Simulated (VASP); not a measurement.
# Si (P6/mmm) in VASP: notebook, part 2 of 2

VASP 6.6.1. Earlier steps stand in the parts before.

## Step 3: Single point, LDA (strain +0.000 along x and y, -0.050 along z)

INCAR

```
PREC     = Accurate       # precision mode
ENCUT    = 520            # plane-wave cutoff, eV
EDIFF    = 1E-6           # SCF threshold, eV
ISMEAR   = 0              # smearing method
SIGMA    = 0.15           # smearing width, eV
LREAL    = False          # projectors in reciprocal space
LASPH    = True           # aspherical terms in the spheres
NELM     = 80             # most SCF steps
ALGO     = Normal         # electronic algorithm
ISIF     = 2              # what is computed and relaxed
LWAVE    = False          # write WAVECAR
LCHARG   = True           # write CHGCAR
LELF     = True           # ELF
LVHAR    = True         
NBANDS   = 8              # bands
```

KPOINTS

```
Automatic mesh
0
Gamma
  24 24 20
```

POSCAR

```
Si
1.0
    2.6205428149      0.0000000000      0.0000000000
   -1.3102714075      2.2694566494      0.0000000000
    0.0000000000      0.0000000000      2.3430366705
Si
1
Direct
    0.0000000000      0.0000000000      0.0000000000
```

Potentials or basis: VASP PAW LDA potentials, release 64 (Si).

Launch:

```console
> cat potpaw_LDA.64/Si/POTCAR > POTCAR
> mpirun -np 1 vasp_std > vasp.out
```

OUTCAR:

```text
PREC = Accurate
   ENCUT = 520
   EDIFF = 1E-6
   ISMEAR = 0
   LREAL = False
   LASPH = True
   NELM = 80
   ISIF = 2

 ion  position               nearest neighbor table
   1  0.000  0.000  0.000-

  LATTYP: Found a hexagonal cell.
 ALAT       =     2.6205428149
 C/A-ratio  =     0.8941035640

  Lattice vectors:

 A1 = (   2.6205428149,   0.0000000000,   0.0000000000)
 A2 = (  -1.3102714075,   2.2694566494,   0.0000000000)
 A3 = (   0.0000000000,   0.0000000000,   2.3430366705)

Analysis of symmetry for initial positions (statically):
=====================================================================
 Subroutine PRICEL returns:
 Original cell was already a primitive cell.

 Routine SETGRP: Setting up the symmetry group for a
 hexagonal supercell.

 Subroutine GETGRP returns: Found 24 space group operations
 (whereof 24 operations were pure point group operations)
 out of a pool of 24 trial point group operations.

The static configuration has the point symmetry D_6h.

Analysis of symmetry for dynamics (positions and initial velocities):
=====================================================================
 Subroutine PRICEL returns:
 Original cell was already a primitive cell.

 Routine SETGRP: Setting up the symmetry group for a
 hexagonal supercell.

 Subroutine GETGRP returns: Found 24 space group operations
 (whereof 24 operations were pure point group operations)
 out of a pool of 24 trial point group operations.

The dynamic configuration has the point symmetry D_6h.

 Subroutine INISYM returns: Found 24 space group operations
 (whereof 24 operations are pure point group operations),
 and found     1 'primitive' translations

----------------------------------------------------------------------------------------

                                     Primitive cell

  volume of cell :      13.9345

  direct lattice vectors                    reciprocal lattice vectors
     2.620542815  0.000000000  0.000000000     0.381600329  0.220317053  0.000000000
    -1.310271407  2.269456649  0.000000000     0.000000000  0.440634105  0.000000000
     0.000000000  0.000000000  2.343036671     0.000000000  0.000000000  0.426796564

  length of vectors
     2.620542815  2.620542815  2.343036671     0.440634105  0.440634105  0.426796564

  position of ions in fractional coordinates (direct lattice)
     0.000000000  0.000000000  0.000000000

  ion indices of the primitive-cell ions
   primitive index   ion index
                 1           1

----------------------------------------------------------------------------------------

 KPOINTS: Automatic mesh

Automatic generation of k-mesh.
 Grid dimensions read from file:
 generate k-points for:   24   24   20

 Generating k-lattice:

  Cartesian coordinates                     Fractional coordinates (reciprocal lattice)
     0.015900014  0.009179877  0.000000000     0.041666667  0.000000000  0.000000000
     0.000000000  0.018359754  0.000000000     0.000000000  0.041666667  0.000000000
     0.000000000  0.000000000  0.021339828     0.000000000  0.000000000  0.050000000

  Length of vectors
     0.018359754  0.018359754  0.021339828

  Shift w.r.t. Gamma in fractional coordinates (k-lattice)
     0.000000000  0.000000000  0.000000000

 Subroutine IBZKPT returns following result:
 ===========================================

 Found    671 irreducible k-points:

 Following reciprocal coordinates:
            Coordinates               Weight
  0.000000  0.000000  0.000000      1.000000
  0.041667  0.000000  0.000000      6.000000
  0.083333  0.000000  0.000000      6.000000
  0.125000  0.000000  0.000000      6.000000
  0.166667  0.000000  0.000000      6.000000
  0.208333  0.000000  0.000000      6.000000
[... 16 lines left out ...]
  0.416667  0.041667  0.000000     12.000000
  0.458333  0.041667  0.000000     12.000000
 [... further k-points ...]
   k-points           NKPTS =    671   k-points in BZ     NKDIM =    671   number of bands    NBANDS=      8
   number of dos      NEDOS =    301   number of ions     NIONS =      1
   total plane-waves  NPLWV =   7200
   dimension x,y,z NGX =    20 NGY =   20 NGZ =   18
   dimension x,y,z NGXF=    40 NGYF=   40 NGZF=   36
   ions per type =               1
   NGX,Y,Z   is equivalent  to a cutoff of  12.69, 12.69, 12.77 a.u.
   NGXF,Y,Z  is equivalent  to a cutoff of  25.38, 25.38, 25.54 a.u.
 SYSTEM =  unknown system
   PREC   = accura    normal or accurate (medium, high low for compatibility)
   ISTART =      0    job   : 0-new  1-cont  2-samecut
   ICHARG =      2    charge: 1-file 2-atom 10-const
   ISPIN  =      1    spin polarized calculation?
   LNONCOLLINEAR =      F non collinear calculations
   LSORBIT =      F    spin-orbit coupling
   LASPH  =      T    aspherical Exc in radial PAW
   ENCUT  =  520.0 eV  38.22 Ry    6.18 a.u.   4.87  4.87  4.36*2*pi/ulx,y,z
   NELM   =     80;   NELMIN=  2; NELMDL= -5     # of ELM steps
   EDIFF  = 0.1E-05   stopping-criterion for ELM
   LREAL  =      F    real-space projection
   EDIFFG = 0.1E-04   stopping-criterion for IOM
   NSW    =      0    number of steps for IOM
   IBRION =     -1    ionic relax: 0-MD 1-quasi-New 2-CG
   NFREE  =      0    steps in history (QN), initial steepest desc. (CG)
   ISIF   =      2    stress and relaxation
   ISYM   =      2    0-nonsym 1-usesym 2-fastsym
   POTIM  = 0.5000    time-step for ionic-motion
   TEBEG  =    0.0;   TEEND  =   0.0 temperature during run
   PSTRESS=    0.0 pullay stress
   NELECT =       4.0000    total number of electrons
   NUPDOWN=      -1.0000    fix difference up-down
   EMIN   =  10.00;   EMAX   =-10.00  energy-range for DOS
   EFERMI =   0.00;   METHOD = LEGACY
   ISMEAR =     0;   SIGMA  =   0.15  broadening in eV -4-tet -1-fermi 0-gaus
   EFERMI_NEDOS =   21; number of points for ismear=-14 and -15
   IALGO  =     38    algorithm
   IMIX   =      4    mixing-type and parameters
     AMIX     =   0.40;   BMIX     =  1.00
     AMIX_MAG =   1.60;   BMIX_MAG =  1.00
  volume/ion in A,a.u.               =      13.93        94.03
  Fermi-wavevector in a.u.,A,eV,Ry     =   1.079935  2.040780 15.867911  1.166259
  Thomas-Fermi vector in A             =   2.215912
   LORBIT       =      0    0 simple, 1 ext, 2 COOP (PROOUT), +10 PAW based schemes
   GGA     = CA    functional components
   LHFCALC =     F    Hartree Fock is set to
   AEXX    =    0.0000 exact exchange contribution
   IVDW    =     0    specifies the selected vdW correction
   LEPSILON=     F    determine dielectric tensor
   LRPA    =     F    only Hartree local field effects (RPA)
 non-spin polarized calculation
 Gauss-broadening in eV      SIGMA  =   0.15
  energy-cutoff  :      520.00
  volume of cell :       13.93
 maximum number of plane-waves:       387
 NGX is ok and might be reduce to    20
   NGX =  9   NGY =  9   NGZ =  9

 number of electron       3.9999999 magnetization

 Free energy of the ion-electron system (eV)
  ---------------------------------------------------
  ext. energy  EPLUGINS =         0.00000000
  ---------------------------------------------------
  free energy    TOTEN  =        -5.70561031 eV

  energy without entropy =       -5.70158795  energy(sigma->0) =       -5.70359913

 E-fermi :  10.3658     XC(G=0): -11.3553

 val. band max:       10.3505171762   @ k =   0.2917   0.1667   0.0000
 cond. band min:      10.3670852736   @ k =   0.3750   0.2500   0.4500
 fundamental gap:      0.0165680974
 Fermi energy:        10.3657516493

 k-point     1 :       0.0000    0.0000    0.0000
  band No.  band energies     occupation
      1      -4.2024      2.00000
      2      18.3333      0.00000
      3      20.1114      0.00000
      4      20.1114      0.00000
      5      20.3567      0.00000
      6      22.2370      0.00000
      7      22.2370      0.00000
      8      27.7536      0.00000
[... 243 lines left out ...]
 k-point    24 :       0.4583    0.0417    0.0000
  band No.  band energies     occupation
      1       1.9879      2.00000
      2       3.4786      2.00000
      3      14.0777      0.00000
      4      17.4841      0.00000
      5      25.0595      0.00000
      6      27.3734      0.00000
      7      28.0349      0.00000
      8      31.3709      0.00000

 [... further k-points ...]

------------------------ aborting loop because EDIFF is reached ----------------------------------------

  FORCE on cell =-STRESS in cart. coord.  units (eV):
  Direction    XX          YY          ZZ          XY          YZ          ZX
  --------------------------------------------------------------------------------------
  -------------------------------------------------------------------------------------
  Total        0.1900557      0.1900557      1.4767453     -0.0000000     -0.0000000     -0.0000000
  in kB       21.8524098     21.8524098    169.7946239     -0.0000000     -0.0000000     -0.0000000
  external PRESSURE =      71.1664812 kB  Pullay stress =       0.0000000 kB

 VOLUME and BASIS-vectors are now :
 -----------------------------------------------------------------------------
  energy-cutoff  :      520.00
  volume of cell :       13.93
      direct lattice vectors                 reciprocal lattice vectors
     2.620542815  0.000000000  0.000000000     0.381600329  0.220317053  0.000000000
    -1.310271407  2.269456649  0.000000000     0.000000000  0.440634105  0.000000000
     0.000000000  0.000000000  2.343036671     0.000000000  0.000000000  0.426796564

 POSITION                                       TOTAL-FORCE (eV/Angst)
 -----------------------------------------------------------------------------------
      0.00000      0.00000      0.00000         0.000000      0.000000      0.000000
 -----------------------------------------------------------------------------------
    total drift:                               -0.000000     -0.000000      0.000000

  FREE ENERGIE OF THE ION-ELECTRON SYSTEM (eV)
  ---------------------------------------------------
  free  energy   TOTEN  =        -5.7056103092 eV

  energy  without entropy=       -5.7015879497  energy(sigma->0) =       -5.70359913
```

Run time: 67 s. Hardware: 1 thread of Intel Xeon 8259CL, shared host; peak memory 0.16 GiB.

What came out:

- Free energy: -5.7056 eV
- Pressure: 7.1 GPa
- Band gap on the k mesh: zero (bands 2 and 3 overlap by 12.93 eV)

Caveat: the cell differs from its parent crystal (strain +0.000 along x and y, -0.050 along z); the cell stands under pressure.

## Step 4: Single point, LDA (strain -0.025 along x and y, +0.000 along z)

INCAR

```
PREC = Accurate
ENCUT = 520
EDIFF = 1E-6
ISMEAR = 0
SIGMA = 0.15
LREAL = F
LASPH = T
NELM = 100
ALGO = Normal
ISIF = 2
LWAVE = F
LCHARG = F
GGA = CA
NBANDS = 8
```

KPOINTS

```
regular mesh
0
Gamma
  24 24 20
```

POSCAR

```
Si
1.0
    2.5550292445      0.0000000000      0.0000000000
   -1.2775146223      2.2127202332      0.0000000000
    0.0000000000      0.0000000000      2.4663543900
Si
1
Direct
    0.0000000000      0.0000000000      0.0000000000
```

Launch:

```console
> cat potpaw_LDA.64/Si/POTCAR > POTCAR
> mpirun -np 1 vasp_std > vasp.out
```

Run time: 65 s. Hardware: 1 thread of Intel Xeon 8259CL, shared host; peak memory 0.17 GiB.

It converged, with:

```yaml
Free_energy: -5.7234 eV
Pressure: 5.5 GPa
Band_gap_on_the_k_mesh: zero (bands 2 and 3 overlap by 12.03 eV)
```

Stress tensor (GPa, compression positive):
```
7.97 0.00 0.00
0.00 7.97 0.00
0.00 0.00 0.46
```

Levels at points of the mesh, in eV from the Fermi level:
```
           k point  band 1  band 2  band 3  band 4  band 5
(0.00, 0.00, 0.00)  -14.58    7.26    7.48   11.27   11.27
(0.50, 0.00, 0.00)   -7.58   -7.09    5.66    6.77   12.76
(0.00, 0.00, 0.50)   -9.77   -7.58   14.79   14.79   15.29
(0.50, 0.00, 0.50)   -3.32   -2.04   -1.94    1.27    9.22
```

Caveat: the cell differs from its parent crystal (strain -0.025 along x and y, +0.000 along z); the cell stands under pressure.

## Step 5: Single point, LDA (strain +0.000 along x and y, -0.025 along z)

INCAR

```
ALGO = Normal
EDIFF = 1E-6
ENCUT = 520
GGA = CA
ISIF = 2
ISMEAR = 0
LASPH = True
LCHARG = False
LREAL = False
LWAVE = False
NBANDS = 8
NELM = 80
PREC = Accurate
SIGMA = 0.15
```

KPOINTS

```
k-points
0
Gamma
  24 24 20
```

POSCAR

```
Si
1.0
    2.6205428149      0.0000000000      0.0000000000
   -1.3102714075      2.2694566494      0.0000000000
    0.0000000000      0.0000000000      2.4046955302
Si
1
Direct
    0.0000000000      0.0000000000      0.0000000000
```

Launch:

```console
> cat potpaw_LDA.64/Si/POTCAR > POTCAR
> mpirun -np 1 vasp_std > vasp.out
```

Run time: 56 s. Hardware: 1 thread of Intel Xeon 8259CL, shared host; peak memory 0.16 GiB.

Results (log left out):

* Free energy: -5.7325 eV
* Pressure: 2.7 GPa
* Band gap on the k mesh: zero (bands 2 and 3 overlap by 12.52 eV)

Stress tensor (GPa, compression positive):
```
0.58 0.00 0.00
0.00 0.58 0.00
0.00 0.00 6.89
```

Levels at points of the mesh, in eV from the Fermi level:
```tsv
k point	band 1	band 2	band 3	band 4	band 5	band 6	band 7
(0.00, 0.00, 0.00)	-14.35	7.74	8.89	9.97	9.97	12.05	12.05
(0.50, 0.00, 0.00)	-7.91	-7.00	4.86	6.32	13.66	15.93	17.28
(0.00, 0.00, 0.50)	-9.01	-7.35	13.91	13.91	15.08	15.08	16.17
(0.50, 0.00, 0.50)	-2.76	-2.35	-1.69	1.37	8.86	12.17	12.60
```

Caveat: the cell differs from its parent crystal (strain +0.000 along x and y, -0.025 along z).

## Step 6: Summary

```tsv
cell	gap on the mesh (eV)	pressure (GPa)
a = 2.490, b = 2.490, c = 2.590 Å, angles 90.0, 90.0, 120.0°, 1 atom	none	7.0
a = 2.621, b = 2.621, c = 2.343 Å, angles 90.0, 90.0, 120.0°, 1 atom	none	7.1
a = 2.555, b = 2.555, c = 2.466 Å, angles 90.0, 90.0, 120.0°, 1 atom	none	5.5
a = 2.621, b = 2.621, c = 2.405 Å, angles 90.0, 90.0, 120.0°, 1 atom	none	2.7
```

Alike in all rows: task single point; level LDA; potentials or basis VASP PAW LDA potentials, release 64 (Si); no spin polarisation; k mesh 24 × 24 × 20; cutoff (eV) 520; smearing gaussian 0.15 eV.

Caveats: the cell stands under pressure (at least some runs).

Total energies depend on the potentials used, so only differences within one code and one set of settings carry meaning.
